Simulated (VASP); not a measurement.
A run of VASP 6.6.1 is set up as follows.

INCAR

```
SYSTEM = CaO
PREC     = Accurate       ! precision mode
ENCUT    = 520            ! plane-wave cutoff, eV
EDIFF    = 1E-6           ! SCF threshold, eV
ISMEAR   = 0              ! smearing method
SIGMA    = 0.05           ! smearing width, eV
LREAL    = .False.        ! projectors in reciprocal space
LASPH    = .True.         ! aspherical terms in the spheres
NELM     = 100            ! most SCF steps
ALGO     = Normal         ! electronic algorithm
ISIF     = 2              ! what is computed and relaxed
LWAVE    = .False.        ! write WAVECAR
LCHARG   = .False.        ! write CHGCAR
GGA      = PE             ! functional
NBANDS   = 24             ! bands
```

KPOINTS

```
Automatic mesh
0
Gamma
  9 9 6
  0 0 0
```

Contents of POSCAR:

```
CaO
1.0
    3.9861910162      0.0000000000      0.0000000000
   -1.9930955081      3.4521426844      0.0000000000
    0.0000000000      0.0000000000      4.9819415320
Ca O
2 2
Direct
    0.3333333333      0.6666666667      0.7500000000
    0.6666666667      0.3333333333      0.2500000000
    0.3333333333      0.6666666667      0.2500000000
    0.6666666667      0.3333333333      0.7500000000
```

Potentials or basis: VASP PAW PBE potentials, release 64 (Ca_sv, O).

Run with:

```sh
$ cat potpaw_PBE.64/Ca_sv/POTCAR potpaw_PBE.64/O/POTCAR > POTCAR
$ mpirun -np 1 vasp_std > vasp.out
```

(1) Estimate the pressure.

(2) Estimate the band gap on the k mesh.

Answers

(1) -1.7 GPa.

(2) 3.11 eV.
